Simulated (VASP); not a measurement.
# Hf (Im-3m) in VASP: further runs

Hf is run at these levels: revPBE, BLYP, PBE; tasks: single point.

Everything below comes from runs of VASP 6.6.1. Logs are shortened: lines on timing, memory, paths and dates and some standing lists are left out, and cuts for length are marked.

**1. The cell of the first run**

It takes space group Im-3m (No. 229, cubic). Conventional cell: a = 3.610 Å, b = 3.610 Å, c = 3.610 Å, α = 90.00°, β = 90.00°, γ = 90.00°. Hf (site symmetry m-3m) has 14 Hf at 3.13 to 3.61 Å within 4.1 Å.

**2. Single point, revPBE**

INCAR

```
PREC     = Accurate       # precision mode
ENCUT    = 520            # plane-wave cutoff, eV
EDIFF    = 1E-6           # SCF threshold, eV
ISMEAR   = -1             # smearing method
SIGMA    = 0.05           # smearing width, eV
LREAL    = False          # projectors in reciprocal space
LASPH    = True           # aspherical terms in the spheres
NELM     = 60             # most SCF steps
ALGO     = Fast           # electronic algorithm
ISIF     = 2              # what is computed and relaxed
LWAVE    = False          # write WAVECAR
LCHARG   = False          # write CHGCAR
GGA      = RE             # functional
NBANDS   = 11             # bands
```

KPOINTS

```
regular mesh
0
Gamma
  10 10 10
```

POSCAR

```
Hf
1.0
   -1.8050000000      1.8050000000      1.8050000000
    1.8050000000     -1.8050000000      1.8050000000
    1.8050000000      1.8050000000     -1.8050000000
Hf
1
Direct
    0.0000000000      0.0000000000      0.0000000000
```

Potentials or basis: VASP PAW PBE potentials, release 64 (Hf_pv).

The run is started by

```
$ cat potpaw_PBE.64/Hf_pv/POTCAR > POTCAR
$ mpirun -np 1 vasp_std > vasp.out
```

OUTCAR:

```text
PREC = Accurate
   ENCUT = 520
   EDIFF = 1E-6
   ISMEAR = -1
   LREAL = False
   LASPH = True
   NELM = 60
   ISIF = 2
   GGA = RE

 ion  position               nearest neighbor table
   1  0.000  0.000  0.000-

  LATTYP: Found a body centered cubic cell.
 ALAT       =     3.6100000000

  Lattice vectors:

 A1 = (  -1.8050000000,   1.8050000000,   1.8050000000)
 A2 = (   1.8050000000,  -1.8050000000,   1.8050000000)
 A3 = (   1.8050000000,   1.8050000000,  -1.8050000000)

Analysis of symmetry for initial positions (statically):
=====================================================================
 Subroutine PRICEL returns:
 Original cell was already a primitive cell.

 Routine SETGRP: Setting up the symmetry group for a
 body centered cubic supercell.

 Subroutine GETGRP returns: Found 48 space group operations
[... 9 lines left out ...]

 Routine SETGRP: Setting up the symmetry group for a
 body centered cubic supercell.

 Subroutine GETGRP returns: Found 48 space group operations
[... 11 lines left out ...]
                                     Primitive cell

  volume of cell :      23.5229

  direct lattice vectors                    reciprocal lattice vectors
    -1.805000000  1.805000000  1.805000000     0.000000000  0.277008310  0.277008310
     1.805000000 -1.805000000  1.805000000     0.277008310  0.000000000  0.277008310
     1.805000000  1.805000000 -1.805000000     0.277008310  0.277008310  0.000000000

  length of vectors
     3.126351708  3.126351708  3.126351708     0.391748909  0.391748909  0.391748909

  position of ions in fractional coordinates (direct lattice)
     0.000000000  0.000000000  0.000000000

  ion indices of the primitive-cell ions
   primitive index   ion index
                 1           1

----------------------------------------------------------------------------------------

 KPOINTS: regular mesh

Automatic generation of k-mesh.
 Grid dimensions read from file:
 generate k-points for:   10   10   10

 Generating k-lattice:

  Cartesian coordinates                     Fractional coordinates (reciprocal lattice)
     0.000000000  0.027700831  0.027700831     0.100000000  0.000000000  0.000000000
[... 51 lines left out ...]
   ISTART =      0    job   : 0-new  1-cont  2-samecut
   ICHARG =      2    charge: 1-file 2-atom 10-const
   ISPIN  =      1    spin polarized calculation?
   LNONCOLLINEAR =      F non collinear calculations
   LSORBIT =      F    spin-orbit coupling
   LASPH  =      T    aspherical Exc in radial PAW
   ENCUT  =  520.0 eV  38.22 Ry    6.18 a.u.   5.81  5.81  5.81*2*pi/ulx,y,z
   NELM   =     60;   NELMIN=  2; NELMDL= -5     # of ELM steps
   EDIFF  = 0.1E-05   stopping-criterion for ELM
   LREAL  =      F    real-space projection
   EDIFFG = 0.1E-04   stopping-criterion for IOM
   NSW    =      0    number of steps for IOM
   IBRION =     -1    ionic relax: 0-MD 1-quasi-New 2-CG
   NFREE  =      0    steps in history (QN), initial steepest desc. (CG)
   ISIF   =      2    stress and relaxation
   ISYM   =      2    0-nonsym 1-usesym 2-fastsym
   POTIM  = 0.5000    time-step for ionic-motion
   TEBEG  =    0.0;   TEEND  =   0.0 temperature during run
   PSTRESS=    0.0 pullay stress
   NELECT =      10.0000    total number of electrons
   NUPDOWN=      -1.0000    fix difference up-down
   EMIN   =  10.00;   EMAX   =-10.00  energy-range for DOS
   EFERMI =   0.00;   METHOD = LEGACY
   ISMEAR =    -1;   SIGMA  =   0.05  broadening in eV -4-tet -1-fermi 0-gaus
   EFERMI_NEDOS =   21; number of points for ismear=-14 and -15
   IALGO  =     68    algorithm
   IMIX   =      4    mixing-type and parameters
     AMIX     =   0.40;   BMIX     =  1.00
     AMIX_MAG =   1.60;   BMIX_MAG =  1.00
  volume/ion in A,a.u.               =      23.52       158.74
  Fermi-wavevector in a.u.,A,eV,Ry     =   1.230961  2.326179 20.616432  1.515265
  Thomas-Fermi vector in A             =   2.365789
   LORBIT       =      0    0 simple, 1 ext, 2 COOP (PROOUT), +10 PAW based schemes
   GGA     = RE    functional components
   LHFCALC =     F    Hartree Fock is set to
   AEXX    =    0.0000 exact exchange contribution
   IVDW    =     0    specifies the selected vdW correction
   LEPSILON=     F    determine dielectric tensor
   LRPA    =     F    only Hartree local field effects (RPA)
 non-spin polarized calculation
 RMM-DIIS sequential band-by-band and
  energy-cutoff  :      520.00
  volume of cell :       23.52
 maximum number of plane-waves:       682
   NGX = 11   NGY = 11   NGZ = 11

 number of electron      10.0000001 magnetization

 Free energy of the ion-electron system (eV)
  ---------------------------------------------------
  ext. energy  EPLUGINS =         0.00000000
  ---------------------------------------------------
  free energy    TOTEN  =        -9.40150566 eV

  energy without entropy =       -9.38606847  energy(sigma->0) =       -9.39378706

 E-fermi :   4.3202     XC(G=0): -11.0126

 val. band max:        4.2585820050   @ k =   0.3000   0.1000   0.1000
 cond. band min:       4.3217767268   @ k =   0.3000   0.2000  -0.0000
 fundamental gap:      0.0631947218
 Fermi energy:         4.3201845149

 k-point     1 :       0.0000    0.0000    0.0000
  band No.  band energies     occupation
      1     -25.7504      2.00000
      2     -25.7504      2.00000
      3     -25.7504      2.00000
      4      -2.5543      2.00000
      5       5.8234      0.00000
      6       5.8234      0.00000
      7       5.8234      0.00000
      8       8.4551      0.00000
      9       8.4551      0.00000
     10      17.3307      0.00000
     11      17.3307      0.00000
[... 309 lines left out ...]
 k-point    24 :      -0.3000    0.3000    0.1000
  band No.  band energies     occupation
      1     -26.1985      2.00000
      2     -25.9232      2.00000
      3     -25.8037      2.00000
      4       0.2698      2.00000
      5       4.5481      0.02074
      6       4.7778      0.00021
      7       7.1982      0.00000
      8       8.5673      0.00000
      9       9.1889      0.00000
     10      16.0105      0.00000
     11      18.2216      0.00000

 [... further k-points ...]
[... 5 lines left out ...]
  --------------------------------------------------------------------------------------
  -------------------------------------------------------------------------------------
  Total       -0.4893462     -0.4893462     -0.4893462      0.0000000     -0.0000000      0.0000000
  in kB      -33.3299930    -33.3299930    -33.3299930      0.0000000     -0.0000000      0.0000000
  external PRESSURE =     -33.3299930 kB  Pullay stress =       0.0000000 kB

 VOLUME and BASIS-vectors are now :
 -----------------------------------------------------------------------------
  energy-cutoff  :      520.00
  volume of cell :       23.52
      direct lattice vectors                 reciprocal lattice vectors
    -1.805000000  1.805000000  1.805000000     0.000000000  0.277008310  0.277008310
     1.805000000 -1.805000000  1.805000000     0.277008310  0.000000000  0.277008310
     1.805000000  1.805000000 -1.805000000     0.277008310  0.277008310  0.000000000

 POSITION                                       TOTAL-FORCE (eV/Angst)
 -----------------------------------------------------------------------------------
      0.00000      0.00000      0.00000         0.000000      0.000000      0.000000
 -----------------------------------------------------------------------------------
    total drift:                               -0.000000      0.000000      0.000000

  FREE ENERGIE OF THE ION-ELECTRON SYSTEM (eV)
  ---------------------------------------------------
  free  energy   TOTEN  =        -9.4015056558 eV

  energy  without entropy=       -9.3860684694  energy(sigma->0) =       -9.39378706
```

stdout:

```text
POSCAR found type information on POSCAR Hf
 POSCAR found :  1 types and       1 ions
 scaLAPACK will be used
 -----------------------------------------------------------------------------
|                                                                             |
|                                                                             |
|     You enforced a specific xc type in the INCAR file but a different       |
|     I HOPE YOU KNOW WHAT YOU ARE DOING!                                     |
|                                                                             |
 -----------------------------------------------------------------------------

 LDA part: xc-table for (Slater+PW92), standard interpolation
 POSCAR, INCAR and KPOINTS ok, starting setup
 FFT: planning ... GRIDC
 FFT: planning ... GRID_SOFT
 FFT: planning ... GRID
 WAVECAR not read
 entering main loop
```

It took 10 s on 1 thread of Intel Xeon 8259CL, shared host; peak memory 0.14 GiB.

What came out:

```yaml
Free_energy: -9.4015 eV
Pressure: -3.3 GPa
Band_gap_on_the_k_mesh: zero (band 5 reaches 5.82 eV, above the bottom of band 6 at 3.61 eV)
```

Caveat: the PAW data sets were made with another functional, which shifts forces and pressure a little; spin-orbit coupling is left out, which moves the levels of the heavy elements.

**3. Single point, BLYP**

INCAR

```
SYSTEM = Hf
PREC = Accurate
ENCUT = 520
EDIFF = 1E-7
ISMEAR = -1
SIGMA = 0.05
LREAL = .False.
LASPH = .True.
NELM = 80
ALGO = Fast
ISIF = 2
LWAVE = .False.
LCHARG = .True.
GGA = B5
ALDAX = 1.0
AGGAX = 1.0
AGGAC = 1.0
ALDAC = 0.0
LELF = .True.
LVHAR = .True.
NBANDS = 11
```

KPOINTS

```
regular mesh
0
Gamma
  10 10 10
  0 0 0
```

POSCAR is that of step 2.

Potentials or basis: VASP PAW PBE potentials, release 64 (Hf_pv).

The run is started by

```
$ cat potpaw_PBE.64/Hf_pv/POTCAR > POTCAR
$ mpirun -np 1 vasp_std > vasp.out
```

It took 24 s on 1 thread of Intel Xeon 8259CL, shared host; peak memory 0.14 GiB.

It converged, with:

```yaml
Free_energy: -8.4505 eV
Pressure: -2.5 GPa
Band_gap_on_the_k_mesh: zero (band 5 reaches 6.13 eV, above the bottom of band 6 at 4.06 eV)
```

Levels at points of the mesh, in eV from the Fermi level:
```tsv
k point	band 2	band 3	band 4	band 5	band 6	band 7	band 8	band 9
(0.00, 0.00, 0.00)	-29.95	-29.95	-6.76	1.35	1.35	1.35	3.97	3.97
(0.50, 0.00, 0.00)	-30.18	-29.95	-3.21	-0.50	1.09	3.77	4.69	6.97
(0.50, 0.50, 0.50)	-30.45	-30.45	-2.39	-2.39	6.21	6.21	6.21	7.00
```

Caveat: the PAW data sets were made with another functional, which shifts forces and pressure a little; spin-orbit coupling is left out, which moves the levels of the heavy elements.

**4. Single point, PBE**

INCAR

```
PREC = Accurate ; ENCUT = 520
EDIFF = 1E-6 ; ISMEAR = 0
SIGMA = 0.012 ; LREAL = False
LASPH = True ; NELM = 80
ALGO = Normal ; ISIF = 2
LWAVE = False ; LCHARG = False
GGA = PE ; NBANDS = 11
```

KPOINTS

```
Automatic mesh
0
Gamma
  10 10 10
```

POSCAR is that of step 3.

The run is started by

```
$ cat potpaw_PBE.64/Hf_pv/POTCAR > POTCAR
$ mpirun -np 1 vasp_std > vasp.out
```

Run time: 12 s. Hardware: 1 thread of Intel Xeon 8259CL, shared host; peak memory 0.14 GiB.

The run converged. Its results:

```yaml
Free_energy: -9.7244 eV
Pressure: -5.3 GPa
Band_gap_on_the_k_mesh: zero (band 5 reaches 5.73 eV, above the bottom of band 6 at 3.54 eV)
```

Levels at points of the mesh, in eV from the Fermi level:
```tsv
k point	band 1	band 2	band 3	band 4	band 5	band 6	band 7	band 8	band 9	band 10
(0.00, 0.00, 0.00)	-30.04	-30.04	-30.04	-6.88	1.48	1.48	1.48	4.11	4.11	13.04
(0.50, 0.00, 0.00)	-30.73	-30.27	-30.04	-3.23	-0.42	0.88	3.92	4.87	7.16	9.49
(0.50, 0.50, 0.50)	-30.53	-30.53	-30.53	-2.37	-2.37	6.39	6.39	6.39	6.83	6.83
```

Caveat: spin-orbit coupling is left out, which moves the levels of the heavy elements.

**5. Single point, PBE**

INCAR

```
SYSTEM = Hf
  ALGO = Normal
  EDIFF = 1E-7
  ENCUT = 520
  GGA = PE
  ISIF = 2
  ISMEAR = 0
  LASPH = .TRUE.
  LCHARG = .TRUE.
  LELF = .TRUE.
  LREAL = .FALSE.
  LVHAR = .TRUE.
  LWAVE = .FALSE.
  NBANDS = 11
  NELM = 80
  PREC = Accurate
  SIGMA = 0.013000000000000001
```

KPOINTS

```
k-points
0
G
  10 10 10
  0 0 0
```

POSCAR is that of step 4.

The run is started by

```
$ cat potpaw_PBE.64/Hf_pv/POTCAR > POTCAR
$ mpirun -np 1 vasp_std > vasp.out
```

Run time: 14 s. Hardware: 1 thread of Intel Xeon 8259CL, shared host; peak memory 0.14 GiB.

It converged, with:

- Free energy: -9.7244 eV
- Pressure: -5.3 GPa
- Band gap on the k mesh: zero (band 5 reaches 5.73 eV, above the bottom of band 6 at 3.54 eV)

Levels at points of the mesh, in eV from the Fermi level:
```csv
k point,band 1,band 2,band 3,band 4,band 5,band 6,band 7,band 8,band 9,band 10
"(0.00, 0.00, 0.00)",-30.04,-30.04,-30.04,-6.88,1.48,1.48,1.48,4.11,4.11,13.04
"(0.50, 0.00, 0.00)",-30.73,-30.27,-30.04,-3.23,-0.42,0.88,3.92,4.87,7.16,9.49
"(0.50, 0.50, 0.50)",-30.53,-30.53,-30.53,-2.37,-2.37,6.39,6.39,6.39,6.83,6.83
```

Caveat: spin-orbit coupling is left out, which moves the levels of the heavy elements.

**6. The runs side by side**

```csv
level,smearing,gap on the mesh (eV),pressure (GPa)
revPBE,fermi-dirac 0.05 eV,none,-3.3
BLYP,fermi-dirac 0.05 eV,none,-2.5
PBE,gaussian 0.012 eV,none,-5.3
PBE,gaussian 0.013 eV,none,-5.3
```

Alike in all rows: task single point; potentials or basis VASP PAW PBE potentials, release 64 (Hf_pv); no spin polarisation; cell as given; k mesh 10 × 10 × 10; cutoff (eV) 520.

Every run on the cell as given and a fine mesh finds a metal. The pressure there spans -5.3 GPa (PBE) to -2.5 GPa (BLYP); a positive pressure means that this level wants a larger cell, a negative one a smaller.

Caveats: spin-orbit coupling is left out, which moves the levels of the heavy elements; the PAW data sets were made with another functional, which shifts forces and pressure a little (some runs).

Total energies depend on the potentials used, so only differences within one code and one set of settings carry meaning.
